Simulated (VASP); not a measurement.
# ZnCu2SnS4 (I-42m) in VASP: a series of runs

Aim: see how the results for ZnCu2SnS4 move with the level of theory and the settings. Levels: PBE, r2SCAN. Tasks: single point.

All numbers are computed with VASP 6.6.1; they aren't measurements. Logs are shortened: lines on timing, memory, paths and dates and some standing lists are left out, and cuts for length are marked.

## 1. The cell of the first run

Symmetry: I-42m, No. 121, tetragonal system. The conventional cell has a = 5.462 Å, b = 5.462 Å, c = 10.958 Å, α = 90.00°, β = 90.00°, γ = 90.00°. Cu (site symmetry -4) has 4 S at 2.31 Å within 3.1 Å. Zn (site symmetry -42m) has 4 S at 2.37 Å within 3.1 Å. Sn (site symmetry -42m) has 4 S at 2.47 Å within 3.3 Å. S (site symmetry m) has 2 Cu at 2.31 Å and 1 Zn at 2.37 Å and 1 Sn at 2.47 Å within 3.1 Å.

## 2. Single point, PBE

File INCAR:

```
ALGO     = Normal         # electronic algorithm
EDIFF    = 1E-6           # SCF threshold, eV
ENCUT    = 520            # plane-wave cutoff, eV
GGA      = PE             # functional
ISIF     = 2              # what is computed and relaxed
ISMEAR   = -1             # smearing method
LASPH    = T              # aspherical terms in the spheres
LCHARG   = F              # write CHGCAR
LREAL    = F              # projectors in reciprocal space
LWAVE    = F              # write WAVECAR
NBANDS   = 46             # bands
NELM     = 100            # most SCF steps
PREC     = Accurate       # precision mode
SIGMA    = 0.02           # smearing width, eV
```

File KPOINTS:

```
k-points
0
Gamma
  6 6 6
```

File POSCAR:

```
ZnCu2SnS4
1.0
   -2.7310314380      2.7310314380      5.4790096537
    2.7310314380     -2.7310314380      5.4790096537
    2.7310314380      2.7310314380     -5.4790096537
Cu Zn Sn S
2 1 1 4
Direct
    0.7500000000      0.2500000000      0.5000000000
    0.2500000000      0.7500000000      0.5000000000
    0.0000000000      0.0000000000      0.0000000000
    0.5000000000      0.5000000000      0.0000000000
    0.8918210093      0.8918210093      0.5161498541
    0.1081789907      0.6243288448      0.0000000000
    0.6243288448      0.1081789907      0.0000000000
    0.3756711552      0.3756711552      0.4838501459
```

Potentials or basis: VASP PAW PBE potentials, release 64 (Cu, Zn, Sn_d, S).

Command:

```sh
$ cat potpaw_PBE.64/Cu/POTCAR potpaw_PBE.64/Zn/POTCAR potpaw_PBE.64/Sn_d/POTCAR potpaw_PBE.64/S/POTCAR > POTCAR
$ mpirun -np 1 vasp_std > vasp.out
```

OUTCAR:

```text
EDIFF = 1E-6
   ENCUT = 520
   GGA = PE
   ISIF = 2
   ISMEAR = -1
   LASPH = T
   LREAL = F
   NELM = 100
   PREC = Accurate

 ion  position               nearest neighbor table
   1  0.750  0.250  0.500-   7 2.31   6 2.31   8 2.31   5 2.31
   2  0.250  0.750  0.500-   6 2.31   7 2.31   8 2.31   5 2.31
   3  0.000  0.000  0.000-   8 2.37   6 2.37   7 2.37   5 2.37
   4  0.500  0.500  0.000-   5 2.47   6 2.47   7 2.47   8 2.47
   5  0.892  0.892  0.516-   1 2.31   2 2.31   3 2.37   4 2.47
   6  0.108  0.624  0.000-   2 2.31   1 2.31   3 2.37   4 2.47
   7  0.624  0.108  0.000-   1 2.31   2 2.31   3 2.37   4 2.47
   8  0.376  0.376  0.484-   1 2.31   2 2.31   3 2.37   4 2.47

  LATTYP: Found a body centered tetragonal cell.
 ALAT       =     5.4620628760
 C/A-ratio  =     2.0062052664

  Lattice vectors:

 A1 = (  -2.7310314380,   2.7310314380,   5.4790096537)
 A2 = (   2.7310314380,  -2.7310314380,   5.4790096537)
 A3 = (   2.7310314380,   2.7310314380,  -5.4790096537)

Analysis of symmetry for initial positions (statically):
=====================================================================
 Subroutine PRICEL returns:
 Original cell was already a primitive cell.

 Routine SETGRP: Setting up the symmetry group for a
 body centered tetragonal supercell.

 Subroutine GETGRP returns: Found  8 space group operations
 (whereof  8 operations were pure point group operations)
 out of a pool of 16 trial point group operations.

The static configuration has the point symmetry D_2d.

Analysis of symmetry for dynamics (positions and initial velocities):
=====================================================================
 Subroutine PRICEL returns:
 Original cell was already a primitive cell.

 Routine SETGRP: Setting up the symmetry group for a
 body centered tetragonal supercell.

 Subroutine GETGRP returns: Found  8 space group operations
 (whereof  8 operations were pure point group operations)
 out of a pool of 16 trial point group operations.

The dynamic configuration has the point symmetry D_2d.

 Subroutine INISYM returns: Found  8 space group operations
 (whereof  8 operations are pure point group operations),
 and found     1 'primitive' translations

----------------------------------------------------------------------------------------

                                     Primitive cell

  volume of cell :     163.4615

  direct lattice vectors                    reciprocal lattice vectors
    -2.731031438  2.731031438  5.479009654     0.000000000  0.183081012  0.091257368
     2.731031438 -2.731031438  5.479009654     0.183081012  0.000000000  0.091257368
     2.731031438  2.731031438 -5.479009654     0.183081012  0.183081012  0.000000000

  length of vectors
     6.703477621  6.703477621  6.703477621     0.204564328  0.204564328  0.258915650

  position of ions in fractional coordinates (direct lattice)
     0.750000000  0.250000000  0.500000000
     0.250000000  0.750000000  0.500000000
     0.000000000  0.000000000  0.000000000
     0.500000000  0.500000000  0.000000000
     0.891821009  0.891821009  0.516149854
     0.108178991  0.624328845  0.000000000
     0.624328845  0.108178991  0.000000000
     0.375671155  0.375671155  0.483850146

  ion indices of the primitive-cell ions
   primitive index   ion index
                 1           1
                 2           2
                 3           3
                 4           4
                 5           5
                 6           6
                 7           7
                 8           8

----------------------------------------------------------------------------------------

 KPOINTS: k-points

Automatic generation of k-mesh.
 Grid dimensions read from file:
 generate k-points for:    6    6    6

 Generating k-lattice:

  Cartesian coordinates                     Fractional coordinates (reciprocal lattice)
     0.000000000  0.030513502  0.015209561     0.166666667  0.000000000 -0.000000000
     0.030513502  0.000000000  0.015209561     0.000000000  0.166666667 -0.000000000
     0.030513502  0.030513502  0.000000000     0.000000000  0.000000000  0.166666667

  Length of vectors
     0.034094055  0.034094055  0.043152608

  Shift w.r.t. Gamma in fractional coordinates (k-lattice)
     0.000000000  0.000000000  0.000000000

 Subroutine IBZKPT returns following result:
 ===========================================

 Found     30 irreducible k-points:

 Following reciprocal coordinates:
            Coordinates               Weight
  0.000000  0.000000  0.000000      1.000000
  0.166667  0.000000 -0.000000      8.000000
  0.333333  0.000000 -0.000000      8.000000
  0.500000  0.000000 -0.000000      4.000000
  0.166667  0.166667 -0.000000      8.000000
  0.333333  0.166667 -0.000000     16.000000
[... 16 lines left out ...]
 -0.333333 -0.333333  0.166667      8.000000
 -0.166667 -0.333333  0.166667      8.000000
 [... further k-points ...]
   k-points           NKPTS =     30   k-points in BZ     NKDIM =     30   number of bands    NBANDS=     46
   number of dos      NEDOS =    301   number of ions     NIONS =      8
   total plane-waves  NPLWV = 125000
   dimension x,y,z NGX =    50 NGY =   50 NGZ =   50
   dimension x,y,z NGXF=   100 NGYF=  100 NGZF=  100
   ions per type =               2   1   1   4
   NGX,Y,Z   is equivalent  to a cutoff of  12.40, 12.40, 12.40 a.u.
   NGXF,Y,Z  is equivalent  to a cutoff of  24.80, 24.80, 24.80 a.u.
 SYSTEM =  unknown system
   PREC   = accura    normal or accurate (medium, high low for compatibility)
   ISTART =      0    job   : 0-new  1-cont  2-samecut
   ICHARG =      2    charge: 1-file 2-atom 10-const
   ISPIN  =      1    spin polarized calculation?
   LNONCOLLINEAR =      F non collinear calculations
   LSORBIT =      F    spin-orbit coupling
   LASPH  =      T    aspherical Exc in radial PAW
   ENCUT  =  520.0 eV  38.22 Ry    6.18 a.u.  12.46 12.46 12.46*2*pi/ulx,y,z
   NELM   =    100;   NELMIN=  2; NELMDL= -5     # of ELM steps
   EDIFF  = 0.1E-05   stopping-criterion for ELM
   LREAL  =      F    real-space projection
   EDIFFG = 0.1E-04   stopping-criterion for IOM
   NSW    =      0    number of steps for IOM
   IBRION =     -1    ionic relax: 0-MD 1-quasi-New 2-CG
   NFREE  =      0    steps in history (QN), initial steepest desc. (CG)
   ISIF   =      2    stress and relaxation
   ISYM   =      2    0-nonsym 1-usesym 2-fastsym
   POTIM  = 0.5000    time-step for ionic-motion
   TEBEG  =    0.0;   TEEND  =   0.0 temperature during run
   PSTRESS=    0.0 pullay stress
   NELECT =      72.0000    total number of electrons
   NUPDOWN=      -1.0000    fix difference up-down
   EMIN   =  10.00;   EMAX   =-10.00  energy-range for DOS
   EFERMI =   0.00;   METHOD = LEGACY
   ISMEAR =    -1;   SIGMA  =   0.02  broadening in eV -4-tet -1-fermi 0-gaus
   EFERMI_NEDOS =   21; number of points for ismear=-14 and -15
   IALGO  =     38    algorithm
   IMIX   =      4    mixing-type and parameters
     AMIX     =   0.40;   BMIX     =  1.00
     AMIX_MAG =   1.60;   BMIX_MAG =  1.00
  volume/ion in A,a.u.               =      20.43       137.89
  Fermi-wavevector in a.u.,A,eV,Ry     =   1.245605  2.353853 21.109888  1.551533
  Thomas-Fermi vector in A             =   2.379820
   LORBIT       =      0    0 simple, 1 ext, 2 COOP (PROOUT), +10 PAW based schemes
   GGA     = PE    functional components
   LHFCALC =     F    Hartree Fock is set to
   AEXX    =    0.0000 exact exchange contribution
   IVDW    =     0    specifies the selected vdW correction
   LEPSILON=     F    determine dielectric tensor
   LRPA    =     F    only Hartree local field effects (RPA)
 non-spin polarized calculation
  energy-cutoff  :      520.00
  volume of cell :      163.46
 maximum number of plane-waves:      4430
 NGX is ok and might be reduce to    50
   NGX = 25   NGY = 25   NGZ = 25

 number of electron      72.0000031 magnetization

 Free energy of the ion-electron system (eV)
  ---------------------------------------------------
  ext. energy  EPLUGINS =         0.00000000
  ---------------------------------------------------
  free energy    TOTEN  =       -32.57543992 eV

  energy without entropy =      -32.57506143  energy(sigma->0) =      -32.57525068

 E-fermi :   4.7353     XC(G=0):  -9.6949

 val. band max:        4.7291422162   @ k =   0.0000   0.0000   0.0000
 cond. band min:       5.0936528260   @ k =   0.5000   0.5000  -0.0000
 fundamental gap:      0.3645106099
 Fermi energy:         4.7353007225

 k-point     1 :       0.0000    0.0000    0.0000
  band No.  band energies     occupation
      1     -17.5710      2.00000
      2     -17.5710      2.00000
      3     -17.5592      2.00000
      4     -17.5041      2.00000
      5     -17.4915      2.00000
      6      -9.6840      2.00000
[... 38 lines left out ...]
     45       9.8716      0.00000
     46      11.1281      0.00000

 k-point     2 :       0.1667    0.0000   -0.0000
  band No.  band energies     occupation
      1     -17.5711      2.00000
      2     -17.5710      2.00000
      3     -17.5593      2.00000
      4     -17.5040      2.00000
      5     -17.4914      2.00000
      6      -9.5937      2.00000
[... 38 lines left out ...]
     45      10.0780      0.00000
     46      10.6789      0.00000

 k-point     3 :       0.3333    0.0000   -0.0000
  band No.  band energies     occupation
      1     -17.5713      2.00000
      2     -17.5709      2.00000
      3     -17.5595      2.00000
      4     -17.5039      2.00000
      5     -17.4911      2.00000
      6      -9.3466      2.00000
[... 38 lines left out ...]
     45      10.6467      0.00000
     46      10.7660      0.00000

 k-point     4 :       0.5000    0.0000   -0.0000
  band No.  band energies     occupation
      1     -17.5714      2.00000
      2     -17.5709      2.00000
      3     -17.5596      2.00000
      4     -17.5039      2.00000
      5     -17.4910      2.00000
      6      -9.1012      2.00000
[... 920 lines left out ...]
     45      10.2687      0.00000
     46      10.5801      0.00000

 k-point    23 :      -0.3333   -0.3333    0.1667
  band No.  band energies     occupation
      1     -17.5710      2.00000
      2     -17.5709      2.00000
      3     -17.5594      2.00000
      4     -17.5040      2.00000
      5     -17.4912      2.00000
      6      -9.2901      2.00000
[... 38 lines left out ...]
     45      10.2953      0.00000
     46      10.3488      0.00000

 k-point    24 :      -0.1667   -0.3333    0.1667
  band No.  band energies     occupation
      1     -17.5710      2.00000
      2     -17.5709      2.00000
      3     -17.5593      2.00000
      4     -17.5040      2.00000
      5     -17.4914      2.00000
      6      -9.4573      2.00000
[... 38 lines left out ...]
     45      10.0620      0.00000
     46      10.2386      0.00000

 [... further k-points ...]
[... 5 lines left out ...]
  --------------------------------------------------------------------------------------
  -------------------------------------------------------------------------------------
  Total        0.0829348      0.0829348      0.0517463      0.0000000      0.0000000     -0.0000000
  in kB        0.8128906      0.8128906      0.5071940      0.0000000      0.0000000     -0.0000000
  external PRESSURE =       0.7109918 kB  Pullay stress =       0.0000000 kB

 VOLUME and BASIS-vectors are now :
 -----------------------------------------------------------------------------
  energy-cutoff  :      520.00
  volume of cell :      163.46
      direct lattice vectors                 reciprocal lattice vectors
    -2.731031438  2.731031438  5.479009654     0.000000000  0.183081012  0.091257368
     2.731031438 -2.731031438  5.479009654     0.183081012  0.000000000  0.091257368
     2.731031438  2.731031438 -5.479009654     0.183081012  0.183081012  0.000000000

 POSITION                                       TOTAL-FORCE (eV/Angst)
 -----------------------------------------------------------------------------------
      0.00000      2.73103      2.73950         0.000000     -0.000000     -0.000000
      2.73103      0.00000      2.73950         0.000000     -0.000000     -0.000000
      0.00000      0.00000      0.00000         0.000000     -0.000000     -0.000000
      0.00000      0.00000      5.47901         0.000000     -0.000000     -0.000000
      1.40962      1.40962      6.94460        -0.016076     -0.016076     -0.023703
      1.40962     -1.40962      4.01342        -0.016076      0.016076      0.023703
     -1.40962      1.40962      4.01342         0.016076     -0.016076      0.023703
      1.32141      1.32141      1.46559         0.016076      0.016076     -0.023703
 -----------------------------------------------------------------------------------
    total drift:                               -0.000015     -0.000015     -0.000017

  FREE ENERGIE OF THE ION-ELECTRON SYSTEM (eV)
  ---------------------------------------------------
  free  energy   TOTEN  =       -32.5754399243 eV

  energy  without entropy=      -32.5750614311  energy(sigma->0) =      -32.57525068
```

It took 4.1 min on 1 thread of Intel Xeon 6975P-C (Granite Rapids), shared host; peak memory 0.47 GiB.

Results:

```yaml
Free_energy: -32.5754 eV
Pressure: 0.1 GPa
Largest_force: 0.033 eV/Å
Band_gap_on_the_k_mesh: zero (filled and empty bands touch)
```

Forces on the atoms (eV/Å):
```
Cu   0.000  0.000  0.000
Cu   0.000  0.000  0.000
Zn   0.000  0.000  0.000
Sn   0.000  0.000  0.000
S   -0.016 -0.016 -0.024
S   -0.016  0.016  0.024
S    0.016 -0.016  0.024
S    0.016  0.016 -0.024
```

Caveat: semilocal functionals underestimate gaps, and a narrow one can read as zero; spin-orbit coupling is left out, which moves the levels of the heavy elements.

(Part 1 of 2 ends here.)

The gap in the log of VASP goes by the Fermi energy; the results here count the filled bands.